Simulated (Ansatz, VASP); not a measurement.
Two plane-wave programs on ZnCu

```
Zn Cu
1.0
     2.98486    0.00000    0.00000
     0.00000    2.98486    0.00000
     0.00000    0.00000    2.98486
Zn Cu
1 1
Direct
  0.50000 0.50000 0.50000
  0.00000 0.00000 0.00000
```

Alike in both runs: task single point; functional PBE; k mesh 12 × 12 × 12; occupations gaussian, width 0.05 eV; no spin polarisation.

```csv
,VASP,Ansatz
version,VASP 6.6.1,Ansatz 0.2.0
potentials or method,"VASP PAW PBE potentials, release 64 (Zn, Cu), cutoff 520 eV","scalar-relativistic, plane waves, PAW"
valence electrons in the cell,23,31
```

Ansatz gave:

```
gap on the k mesh at the Fermi level (eV) : none
pressure (GPa)                            : -2.2
```

Problem. What did VASP give for the same quantities?

Solution. gap on the k mesh at the Fermi level (eV): none; pressure (GPa): -1.3.

A gap of «none» marks a metal or a gap that the smearing closes. VASP's potentials hold 23 valence electrons a cell and Ansatz's 31, so a difference there can come from the potentials and not from the codes.
